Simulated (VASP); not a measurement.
# Pt (Im-3m) in VASP: notebook, part 2 of 2

VASP 6.6.1. The steps go on from the part before.

### 3 Single point, LDA

The input, INCAR:

```
PREC     = Accurate       # precision mode
ENCUT    = 500            # plane-wave cutoff, eV
EDIFF    = 1E-6           # SCF threshold, eV
ISMEAR   = 0              # smearing method
SIGMA    = 0.2            # smearing width, eV
LREAL    = F              # projectors in reciprocal space
LASPH    = T              # aspherical terms in the spheres
NELM     = 120            # most SCF steps
ALGO     = Normal         # electronic algorithm
ISIF     = 2              # what is computed and relaxed
LWAVE    = F              # write WAVECAR
LCHARG   = T              # write CHGCAR
LELF     = T              # ELF
LVHAR    = T            
NBANDS   = 11             # bands
GGA_COMPAT= F
```

The input, KPOINTS:

```
regular mesh
0
Gamma
  13 13 13
```

The input, POSCAR:

```
Pt
1.0
    2.7439500215     -0.0000000152     -0.0000000263
   -0.9146499928      2.5870208950     -0.0000000263
   -0.9146499928     -1.2935104095      2.2404258371
Pt
1
Direct
    0.0000000000      0.0000000000      0.0000000000
```

Potentials or basis: VASP PAW LDA potentials, release 64 (Pt).

The run is started by

```bash
$ cat potpaw_LDA.64/Pt/POTCAR > POTCAR
$ mpirun -np 1 vasp_std > vasp.out
```

OUTCAR:

```text
PREC = Accurate
   ENCUT = 500
   EDIFF = 1E-6
   ISMEAR = 0
   LREAL = F
   LASPH = T
   NELM = 120
   ISIF = 2

 ion  position               nearest neighbor table
   1  0.000  0.000  0.000-

  LATTYP: Found a body centered cubic cell.
 ALAT       =     3.1684405671

  Lattice vectors:

 A1 = (   2.7439500215,  -0.0000000152,  -0.0000000263)
 A2 = (  -0.9146499928,   2.5870208950,  -0.0000000263)
 A3 = (  -0.9146499928,  -1.2935104095,   2.2404258371)

Analysis of symmetry for initial positions (statically):
=====================================================================
 Subroutine PRICEL returns:
 Original cell was already a primitive cell.

 Routine SETGRP: Setting up the symmetry group for a
 body centered cubic supercell.

 Subroutine GETGRP returns: Found 48 space group operations
 (whereof 48 operations were pure point group operations)
 out of a pool of 48 trial point group operations.

The static configuration has the point symmetry O_h .

Analysis of symmetry for dynamics (positions and initial velocities):
=====================================================================
 Subroutine PRICEL returns:
 Original cell was already a primitive cell.

 Routine SETGRP: Setting up the symmetry group for a
 body centered cubic supercell.

 Subroutine GETGRP returns: Found 48 space group operations
 (whereof 48 operations were pure point group operations)
 out of a pool of 48 trial point group operations.

The dynamic configuration has the point symmetry O_h .

 Subroutine INISYM returns: Found 48 space group operations
 (whereof 48 operations are pure point group operations),
 and found     1 'primitive' translations

----------------------------------------------------------------------------------------

                                     Primitive cell

  volume of cell :      15.9040

  direct lattice vectors                    reciprocal lattice vectors
     2.743950021 -0.000000015 -0.000000026     0.364438128  0.128848336  0.223171857
[... 112 lines left out ...]
   IVDW    =     0    specifies the selected vdW correction
   LEPSILON=     F    determine dielectric tensor
   LRPA    =     F    only Hartree local field effects (RPA)
 non-spin polarized calculation
 Gauss-broadening in eV      SIGMA  =   0.20
  energy-cutoff  :      500.00
  volume of cell :       15.90
 maximum number of plane-waves:       415
   NGX =  9   NGY =  9   NGZ =  9

 number of electron      10.0000000 magnetization

 Free energy of the ion-electron system (eV)
  ---------------------------------------------------
  ext. energy  EPLUGINS =         0.00000000
  ---------------------------------------------------
  free energy    TOTEN  =        -7.34500122 eV

  energy without entropy =       -7.32031788  energy(sigma->0) =       -7.33265955

 E-fermi :   9.9837     XC(G=0): -13.3764

 val. band max:        9.9794122917   @ k =  -0.3846  -0.4615   0.2308
 cond. band min:      10.0267329138   @ k =  -0.3846   0.3846   0.1538
 fundamental gap:      0.0473206221
 Fermi energy:         9.9837282103

 k-point     1 :       0.0000    0.0000    0.0000
  band No.  band energies     occupation
      1       0.4796      2.00000
      2       6.4606      2.00000
      3       6.4606      2.00000
      4       6.4606      2.00000
      5       8.9774      2.00000
      6       8.9774      2.00000
      7      27.0062      0.00000
      8      27.0062      0.00000
      9      27.0062      0.00000
     10      37.0232      0.00000
     11      37.0320      0.00000
[... 309 lines left out ...]
 k-point    24 :       0.2308    0.0769    0.0769
  band No.  band energies     occupation
      1       3.5812      2.00000
      2       5.4157      2.00000
      3       6.1983      2.00000
      4       8.7344      2.00000
      5       9.1299      2.00000
      6      10.1538      0.22916
      7      21.8761      0.00000
      8      24.7630      0.00000
      9      26.1687      0.00000
     10      30.6639      0.00000
     11      36.0887      0.00000

 [... further k-points ...]

------------------------ aborting loop because EDIFF is reached ----------------------------------------

  FORCE on cell =-STRESS in cart. coord.  units (eV):
  Direction    XX          YY          ZZ          XY          YZ          ZX
  --------------------------------------------------------------------------------------
  -------------------------------------------------------------------------------------
  Total       -1.5027429     -1.5027429     -1.5027429     -0.0000000     -0.0000000     -0.0000000
  in kB     -151.3869906   -151.3869906   -151.3869906     -0.0000000     -0.0000000     -0.0000000
  external PRESSURE =    -151.3869906 kB  Pullay stress =       0.0000000 kB

 VOLUME and BASIS-vectors are now :
 -----------------------------------------------------------------------------
  energy-cutoff  :      500.00
  volume of cell :       15.90
      direct lattice vectors                 reciprocal lattice vectors
     2.743950021 -0.000000015 -0.000000026     0.364438128  0.128848336  0.223171857
    -0.914649993  2.587020895 -0.000000026     0.000000004  0.386545007  0.223171857
    -0.914649993 -1.293510410  2.240425837     0.000000004  0.000000006  0.446343724

 POSITION                                       TOTAL-FORCE (eV/Angst)
 -----------------------------------------------------------------------------------
      0.00000      0.00000      0.00000         0.000000     -0.000000      0.000000
 -----------------------------------------------------------------------------------
    total drift:                               -0.000000      0.000000     -0.000000

  FREE ENERGIE OF THE ION-ELECTRON SYSTEM (eV)
  ---------------------------------------------------
  free  energy   TOTEN  =        -7.3450012162 eV

  energy  without entropy=       -7.3203178812  energy(sigma->0) =       -7.33265955
```

stdout:

```text
POSCAR found type information on POSCAR Pt
 POSCAR found :  1 types and       1 ions
 scaLAPACK will be used
 LDA part: xc-table for (Slater(with rela. corr.)+CA(PZ))
 , standard interpolation
 POSCAR, INCAR and KPOINTS ok, starting setup
 FFT: planning ... GRIDC
 FFT: planning ... GRID_SOFT
 FFT: planning ... GRID
 WAVECAR not read
 entering main loop
```

Wall time 14 s (1 thread of AMD EPYC 7R43 (Zen 3), shared host); peak memory 0.1 GiB.

What came out:

```
Free energy            : -7.3450 eV
Pressure               : -15.1 GPa
Band gap on the k mesh : zero (bands 5 and 6 overlap by 2.01 eV)
```

Caveat: the cell stands under tension; spin-orbit coupling is left out, which moves the levels of the heavy elements.

### 4 Single point, LDA

The input, INCAR:

```
SYSTEM = Pt
  ALGO = Normal
  EDIFF = 1E-6
  ENCUT = 500
  GGA = CA
  GGA_COMPAT = .FALSE.
  ISIF = 2
  ISMEAR = 0
  LASPH = .TRUE.
  LCHARG = .FALSE.
  LREAL = .FALSE.
  LWAVE = .FALSE.
  NBANDS = 11
  NELM = 120
  PREC = Accurate
  SIGMA = 0.1
```

The input, KPOINTS:

```
k-points
0
G
  13 13 13
  0 0 0
```

POSCAR is that of step 3.

The run is started by

```bash
$ cat potpaw_LDA.64/Pt/POTCAR > POTCAR
$ mpirun -np 1 vasp_std > vasp.out
```

Run time: 17 s. Hardware: 1 thread of AMD EPYC 7R43 (Zen 3), shared host; peak memory 0.09 GiB.

Results (log left out):

| Property | Result |
| --- | --- |
| Free energy | -7.3353 eV |
| Pressure | -15.4 GPa |
| Band gap on the k mesh | zero (bands 5 and 6 overlap by 2.01 eV) |

Levels at points of the mesh, in eV from the Fermi level:
| k point | band 2 | band 3 | band 4 | band 5 | band 6 | band 7 | band 8 | band 9 |
| --- | --- | --- | --- | --- | --- | --- | --- | --- |
| (0.00, 0.00, 0.00) | -3.53 | -3.53 | -3.53 | -1.01 | -1.01 | 17.02 | 17.02 | 17.02 |

Caveat: the cell stands under tension; spin-orbit coupling is left out, which moves the levels of the heavy elements.

### 5 Single point, LDA

The input, INCAR:

```
SYSTEM = Pt
PREC = Accurate ; ENCUT = 500
EDIFF = 1E-6 ; ISMEAR = 0
SIGMA = 0.05 ; LREAL = .FALSE.
LASPH = .TRUE. ; NELM = 120
ALGO = Normal ; ISIF = 2
LWAVE = .FALSE. ; LCHARG = .FALSE.
GGA = CA ; NBANDS = 11
GGA_COMPAT = .FALSE.
```

The input, KPOINTS:

```
Automatic mesh
0
G
  13 13 13
  0 0 0
```

POSCAR is that of step 4.

The run is started by

```bash
$ cat potpaw_LDA.64/Pt/POTCAR > POTCAR
$ mpirun -np 1 vasp_std > vasp.out
```

Run time: 20 s. Hardware: 1 thread of AMD EPYC 7R43 (Zen 3), shared host; peak memory 0.09 GiB.

The run converged. Its results:

```yaml
Free_energy: -7.3331 eV
Pressure: -15.5 GPa
Band_gap_on_the_k_mesh: zero (bands 5 and 6 overlap by 2.01 eV)
```

Levels at points of the mesh, in eV from the Fermi level:
| k point | band 2 | band 3 | band 4 | band 5 | band 6 | band 7 | band 8 | band 9 |
| --- | --- | --- | --- | --- | --- | --- | --- | --- |
| (0.00, 0.00, 0.00) | -3.53 | -3.53 | -3.53 | -1.00 | -1.00 | 17.03 | 17.03 | 17.03 |

Caveat: the cell stands under tension; spin-orbit coupling is left out, which moves the levels of the heavy elements.

### 6 Overview

| smearing | gap on the mesh (eV) | pressure (GPa) |
| --- | --- | --- |
| gaussian 0.3 eV | none | -14.9 |
| gaussian 0.2 eV | none | -15.1 |
| gaussian 0.1 eV | none | -15.4 |
| gaussian 0.05 eV | none | -15.5 |

Alike in all rows: task single point; level LDA; potentials or basis VASP PAW LDA potentials, release 64 (Pt); no spin polarisation; cell as given; k mesh 13 × 13 × 13; cutoff (eV) 500.

Caveats: the cell stands under tension; spin-orbit coupling is left out, which moves the levels of the heavy elements; so wide a smearing shifts energies and pressures (at least some runs).

Absolute energies hang on the potentials; compare differences alone.
